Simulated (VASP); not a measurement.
# Al3Ag4 (Cmmm) in VASP: single point with PBE

Aim: the single point of Al3Ag4 with PBE.

Program: VASP 6.6.1. These are calculated values, not measurements. Logs are shortened: lines on timing, memory, paths and dates and some standing lists are left out, and cuts for length are marked.

**1. The cell of the first run**

The typed cell holds 7 atoms: a = 5.306 Å, b = 5.306 Å, c = 5.259 Å, α = 90.00°, β = 90.00°, γ = 120.04°.

The cell was generated, and may not be a known phase.

**2. Single point, PBE**

INCAR reads:

```
SYSTEM = Al3Ag4
PREC = Accurate
ENCUT = 520
EDIFF = 1E-6
ISMEAR = 0
SIGMA = 0.1
LREAL = .FALSE.
LASPH = .TRUE.
NELM = 100
ALGO = Normal
ISIF = 2
LWAVE = .FALSE.
LCHARG = .TRUE.
GGA = PE
LELF = .TRUE.
LVHAR = .TRUE.
NBANDS = 36
```

KPOINTS reads:

```
Automatic mesh
0
G
  4 4 4
  0 0 0
```

POSCAR reads:

```
Al3Ag4
1.0
    2.6510370012     -4.5957324262      0.0000000000
    2.6510370012      4.5957324262      0.0000000000
    0.0000000000      0.0000000000      5.2593122711
Al Ag
3 4
Direct
    0.0000000000      0.5000000000      0.0000000000
    0.5000000000      0.0000000000      0.0000000000
    0.0000000000      0.0000000000      0.0000000000
    0.8332680175      0.1667319825      0.5000000000
    0.1667319825      0.8332680175      0.5000000000
    0.5000000000      0.5000000000      0.5000000000
    0.5000000000      0.5000000000      0.0000000000
```

Potentials or basis: VASP PAW PBE potentials, release 64 (Al, Ag).

Started as:

```bash
cat potpaw_PBE.64/Al/POTCAR potpaw_PBE.64/Ag/POTCAR > POTCAR
mpirun -np 1 vasp_std > vasp.out
```

OUTCAR:

```text
SYSTEM = Al3Ag4
   PREC = Accurate
   ENCUT = 520
   EDIFF = 1E-6
   ISMEAR = 0
   LREAL = .FALSE.
   LASPH = .TRUE.
   NELM = 100
   ISIF = 2
   GGA = PE

 ion  position               nearest neighbor table
   1  0.000  0.500  0.000-   2 2.65   2 2.65   7 2.65   3 2.65   7 2.65   3 2.65   5 3.04   5 3.04
                             4 3.04   4 3.04
   2  0.500  0.000  0.000-   1 2.65   1 2.65   7 2.65   7 2.65   3 2.65   3 2.65   5 3.04   5 3.04
                             4 3.04   4 3.04
   3  0.000  0.000  0.000-   7 2.65   7 2.65   1 2.65   1 2.65   2 2.65   2 2.65   5 3.04   5 3.04
                             4 3.04   4 3.04
   4  0.833  0.167  0.500-   1 3.04   2 3.04   1 3.04   2 3.04   3 3.04   3 3.04   5 3.06   5 3.06
                             6 3.06   6 3.06   6 3.06   5 3.07
   5  0.167  0.833  0.500-   1 3.04   2 3.04   1 3.04   2 3.04   3 3.04   3 3.04   4 3.06   4 3.06
                             6 3.06   6 3.06   6 3.06   4 3.07
   6  0.500  0.500  0.500-   7 2.63   7 2.63   5 3.06   4 3.06   5 3.06   4 3.06   4 3.06   5 3.06

   7  0.500  0.500  0.000-   6 2.63   6 2.63   3 2.65   3 2.65   1 2.65   2 2.65   1 2.65   2 2.65

  LATTYP: Found a base centered orthorhombic cell.
 ALAT       =     5.3020740024
 B/A-ratio  =     1.7335602725
 C/A-ratio  =     0.9919349049

  Lattice vectors:

 A1 = (   2.6510370012,  -4.5957324262,   0.0000000000)
 A2 = (   2.6510370012,   4.5957324262,   0.0000000000)
 A3 = (   0.0000000000,   0.0000000000,   5.2593122711)

Analysis of symmetry for initial positions (statically):
=====================================================================
 Subroutine PRICEL returns:
 Original cell was already a primitive cell.

 Routine SETGRP: Setting up the symmetry group for a
 base centered orthorhombic supercell.

 Subroutine GETGRP returns: Found  8 space group operations
 (whereof  8 operations were pure point group operations)
 out of a pool of  8 trial point group operations.

The static configuration has the point symmetry D_2h.

Analysis of symmetry for dynamics (positions and initial velocities):
=====================================================================
 Subroutine PRICEL returns:
 Original cell was already a primitive cell.

 Routine SETGRP: Setting up the symmetry group for a
 base centered orthorhombic supercell.

 Subroutine GETGRP returns: Found  8 space group operations
 (whereof  8 operations were pure point group operations)
 out of a pool of  8 trial point group operations.

The dynamic configuration has the point symmetry D_2h.

 Subroutine INISYM returns: Found  8 space group operations
 (whereof  8 operations are pure point group operations),
 and found     1 'primitive' translations

----------------------------------------------------------------------------------------

                                     Primitive cell

  volume of cell :     128.1532

  direct lattice vectors                    reciprocal lattice vectors
     2.651037001 -4.595732426  0.000000000     0.188605440 -0.108796586  0.000000000
     2.651037001  4.595732426  0.000000000     0.188605440  0.108796586  0.000000000
     0.000000000  0.000000000  5.259312271     0.000000000  0.000000000  0.190138929

  length of vectors
     5.305539908  5.305539908  5.259312271     0.217735411  0.217735411  0.190138929

  position of ions in fractional coordinates (direct lattice)
     0.000000000  0.500000000  0.000000000
     0.500000000  0.000000000  0.000000000
     0.000000000  0.000000000  0.000000000
     0.833268018  0.166731982  0.500000000
     0.166731982  0.833268018  0.500000000
     0.500000000  0.500000000  0.500000000
     0.500000000  0.500000000  0.000000000

  ion indices of the primitive-cell ions
   primitive index   ion index
                 1           1
                 2           2
                 3           3
                 4           4
                 5           5
                 6           6
                 7           7

----------------------------------------------------------------------------------------

 KPOINTS: Automatic mesh

Automatic generation of k-mesh.
 Grid dimensions read from file:
 generate k-points for:    4    4    4

 Generating k-lattice:

  Cartesian coordinates                     Fractional coordinates (reciprocal lattice)
     0.047151360 -0.027199147  0.000000000     0.250000000  0.000000000  0.000000000
     0.047151360  0.027199147  0.000000000     0.000000000  0.250000000  0.000000000
     0.000000000  0.000000000  0.047534732     0.000000000  0.000000000  0.250000000

  Length of vectors
     0.054433853  0.054433853  0.047534732

  Shift w.r.t. Gamma in fractional coordinates (k-lattice)
     0.000000000  0.000000000  0.000000000

 Subroutine IBZKPT returns following result:
 ===========================================

 Found     21 irreducible k-points:

 Following reciprocal coordinates:
            Coordinates               Weight
  0.000000  0.000000  0.000000      1.000000
  0.250000  0.000000  0.000000      4.000000
  0.500000  0.000000  0.000000      2.000000
  0.250000  0.250000  0.000000      2.000000
  0.500000  0.250000  0.000000      4.000000
 -0.250000  0.250000  0.000000      2.000000
[... 13 lines left out ...]
 -0.250000  0.250000  0.500000      2.000000
  0.500000  0.500000  0.500000      1.000000
   k-points           NKPTS =     21   k-points in BZ     NKDIM =     21   number of bands    NBANDS=     36
   number of dos      NEDOS =    301   number of ions     NIONS =      7
   total plane-waves  NPLWV =  64000
   dimension x,y,z NGX =    40 NGY =   40 NGZ =   40
   dimension x,y,z NGXF=    80 NGYF=   80 NGZF=   80
   ions per type =               3   4
   NGX,Y,Z   is equivalent  to a cutoff of  12.53, 12.53, 12.64 a.u.
   NGXF,Y,Z  is equivalent  to a cutoff of  25.07, 25.07, 25.29 a.u.
 SYSTEM =  Al3Ag4
   PREC   = accura    normal or accurate (medium, high low for compatibility)
   ISTART =      0    job   : 0-new  1-cont  2-samecut
   ICHARG =      2    charge: 1-file 2-atom 10-const
   ISPIN  =      1    spin polarized calculation?
   LNONCOLLINEAR =      F non collinear calculations
   LSORBIT =      F    spin-orbit coupling
   LASPH  =      T    aspherical Exc in radial PAW
   ENCUT  =  520.0 eV  38.22 Ry    6.18 a.u.   9.86  9.86  9.78*2*pi/ulx,y,z
   NELM   =    100;   NELMIN=  2; NELMDL= -5     # of ELM steps
   EDIFF  = 0.1E-05   stopping-criterion for ELM
   LREAL  =      F    real-space projection
   EDIFFG = 0.1E-04   stopping-criterion for IOM
   NSW    =      0    number of steps for IOM
   IBRION =     -1    ionic relax: 0-MD 1-quasi-New 2-CG
   NFREE  =      0    steps in history (QN), initial steepest desc. (CG)
   ISIF   =      2    stress and relaxation
   ISYM   =      2    0-nonsym 1-usesym 2-fastsym
   POTIM  = 0.5000    time-step for ionic-motion
   TEBEG  =    0.0;   TEEND  =   0.0 temperature during run
   PSTRESS=    0.0 pullay stress
   NELECT =      53.0000    total number of electrons
   NUPDOWN=      -1.0000    fix difference up-down
   EMIN   =  10.00;   EMAX   =-10.00  energy-range for DOS
   EFERMI =   0.00;   METHOD = LEGACY
   ISMEAR =     0;   SIGMA  =   0.10  broadening in eV -4-tet -1-fermi 0-gaus
   EFERMI_NEDOS =   21; number of points for ismear=-14 and -15
   IALGO  =     38    algorithm
   IMIX   =      4    mixing-type and parameters
     AMIX     =   0.40;   BMIX     =  1.00
     AMIX_MAG =   1.60;   BMIX_MAG =  1.00
  volume/ion in A,a.u.               =      18.31       123.55
  Fermi-wavevector in a.u.,A,eV,Ry     =   1.219711  2.304920 20.241320  1.487695
  Thomas-Fermi vector in A             =   2.354954
   LORBIT       =      0    0 simple, 1 ext, 2 COOP (PROOUT), +10 PAW based schemes
   GGA     = PE    functional components
   LHFCALC =     F    Hartree Fock is set to
   AEXX    =    0.0000 exact exchange contribution
   IVDW    =     0    specifies the selected vdW correction
   LEPSILON=     F    determine dielectric tensor
   LRPA    =     F    only Hartree local field effects (RPA)
 non-spin polarized calculation
 Gauss-broadening in eV      SIGMA  =   0.10
  energy-cutoff  :      520.00
  volume of cell :      128.15
 maximum number of plane-waves:      3464
   NGX = 19   NGY = 19   NGZ = 19

 number of electron      53.0000006 magnetization

 Free energy of the ion-electron system (eV)
  ---------------------------------------------------
  ext. energy  EPLUGINS =         0.00000000
  ---------------------------------------------------
  free energy    TOTEN  =       -21.16245108 eV

  energy without entropy =      -21.15973057  energy(sigma->0) =      -21.16109083

 E-fermi :   7.7025     XC(G=0): -10.9012

 val. band max:        7.5724464742   @ k =   0.0000   0.0000   0.0000
 cond. band min:       7.7095181014   @ k =   0.0000   0.0000   0.5000
 fundamental gap:      0.1370716271
 Fermi energy:         7.7025377366

 k-point     1 :       0.0000    0.0000    0.0000
  band No.  band energies     occupation
      1      -2.2183      2.00000
      2       0.7882      2.00000
      3       1.0031      2.00000
      4       1.0058      2.00000
      5       1.4319      2.00000
      6       1.4325      2.00000
[... 28 lines left out ...]
     35      12.7333      0.00000
     36      12.7373      0.00000

 k-point     2 :       0.2500    0.0000    0.0000
  band No.  band energies     occupation
      1      -1.7740      2.00000
      2       0.5427      2.00000
      3       0.7986      2.00000
      4       1.1353      2.00000
      5       1.3527      2.00000
      6       1.3661      2.00000
[... 28 lines left out ...]
     35      12.3561      0.00000
     36      14.1025      0.00000

 k-point     3 :       0.5000    0.0000    0.0000
  band No.  band energies     occupation
      1      -0.6737      2.00000
      2      -0.4752      2.00000
      3       0.8071      2.00000
      4       1.1985      2.00000
      5       1.2919      2.00000
      6       1.2992      2.00000
[... 28 lines left out ...]
     35      11.7797      0.00000
     36      13.0804      0.00000

 k-point     4 :       0.2500    0.2500    0.0000
  band No.  band energies     occupation
      1      -0.9582      2.00000
      2       0.0278      2.00000
      3       0.8055      2.00000
      4       1.1977      2.00000
      5       1.2953      2.00000
      6       1.3102      2.00000
[... 28 lines left out ...]
     35      13.1387      0.00000
     36      14.2546      0.00000

 k-point     5 :       0.5000    0.2500    0.0000
  band No.  band energies     occupation
      1      -0.9600      2.00000
      2       0.0285      2.00000
      3       0.8055      2.00000
      4       1.1980      2.00000
      5       1.2960      2.00000
      6       1.3098      2.00000
[... 538 lines left out ...]
 k-point    19 :       0.5000    0.2500    0.5000
  band No.  band energies     occupation
      1      -0.5550      2.00000
      2       0.3153      2.00000
      3       1.0714      2.00000
      4       1.3176      2.00000
      5       1.4793      2.00000
      6       1.7197      2.00000
[... 28 lines left out ...]
     35      13.3933      0.00000
     36      14.1717      0.00000

 k-point    20 :      -0.2500    0.2500    0.5000
  band No.  band energies     occupation
      1      -1.3238      2.00000
      2       0.6716      2.00000
      3       1.0830      2.00000
      4       1.3657      2.00000
      5       1.7366      2.00000
      6       1.7885      2.00000
[... 28 lines left out ...]
     35      12.7184      0.00000
     36      14.1417      0.00000

 k-point    21 :       0.5000    0.5000    0.5000
  band No.  band energies     occupation
      1      -0.2345      2.00000
      2      -0.2115      2.00000
      3       1.2211      2.00000
      4       1.3185      2.00000
      5       1.4413      2.00000
      6       1.7108      2.00000
[... 28 lines left out ...]
     35      13.4047      0.00000
     36      14.0722      0.00000

------------------------ aborting loop because EDIFF is reached ----------------------------------------

  FORCE on cell =-STRESS in cart. coord.  units (eV):
  Direction    XX          YY          ZZ          XY          YZ          ZX
  --------------------------------------------------------------------------------------
  -------------------------------------------------------------------------------------
  Total        0.0043547     -0.0611868     -0.0591820     -0.0000000      0.0000000      0.0000000
  in kB        0.0544425     -0.7649608     -0.7398958     -0.0000000      0.0000000      0.0000000
  external PRESSURE =      -0.4834714 kB  Pullay stress =       0.0000000 kB

 VOLUME and BASIS-vectors are now :
 -----------------------------------------------------------------------------
  energy-cutoff  :      520.00
  volume of cell :      128.15
      direct lattice vectors                 reciprocal lattice vectors
     2.651037001 -4.595732426  0.000000000     0.188605440 -0.108796586  0.000000000
     2.651037001  4.595732426  0.000000000     0.188605440  0.108796586  0.000000000
     0.000000000  0.000000000  5.259312271     0.000000000  0.000000000  0.190138929

 POSITION                                       TOTAL-FORCE (eV/Angst)
 -----------------------------------------------------------------------------------
      1.32552      2.29787      0.00000         0.000000     -0.000000      0.000000
      1.32552     -2.29787      0.00000        -0.000000     -0.000000      0.000000
      0.00000      0.00000      0.00000        -0.000000      0.000000      0.000000
      2.65104     -3.06322      2.62966        -0.000000     -0.001374      0.000000
      2.65104      3.06322      2.62966        -0.000000      0.001374     -0.000000
      2.65104      0.00000      2.62966        -0.000000      0.000000      0.000000
      2.65104      0.00000      0.00000         0.000000      0.000000      0.000000
 -----------------------------------------------------------------------------------
    total drift:                                0.000000      0.000000      0.000000

  FREE ENERGIE OF THE ION-ELECTRON SYSTEM (eV)
  ---------------------------------------------------
  free  energy   TOTEN  =       -21.1624510825 eV

  energy  without entropy=      -21.1597305710  energy(sigma->0) =      -21.16109083
```

It took 2.3 min on 1 thread of Intel Xeon 8259CL, shared host; peak memory 0.28 GiB.

What came out:

| Quantity | Value |
| --- | --- |
| Free energy | -21.1625 eV |
| Pressure | 0.0 GPa |
| Band gap on the k mesh | zero (an odd number of electrons rules out a gap without spin polarisation) |

The gap in the log of VASP goes by the Fermi energy; the results here count the filled bands.